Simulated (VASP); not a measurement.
Sb:

```
CELL_PARAMETERS angstrom
3.20158 0.00000 0.00000
0.00000 3.20158 0.00000
0.00000 0.00000 3.20158
ATOMIC_POSITIONS crystal
Sb 0.00000 0.00000 0.00000
```

Base run:

```yaml
Program: VASP 6.6.1
Functional: PBE
Potentials_or_basis: VASP PAW PBE potentials, release 64 (Sb)
Cutoff: 500 eV
k_mesh: 8 × 8 × 8
Occupations: fermi-dirac, width 0.05 eV
Spin: no spin polarisation
```

Its results: pressure -3.9 GPa.

**Question.** The run is repeated on the same cell with these changes: functional from PBE to LDA; potentials or basis from VASP PAW PBE potentials, release 64 (Sb) to VASP PAW LDA potentials, release 64 (Sb); cutoff from 500 eV to 520 eV. What comes out?

**Answer.** Pressure -7.0 GPa.
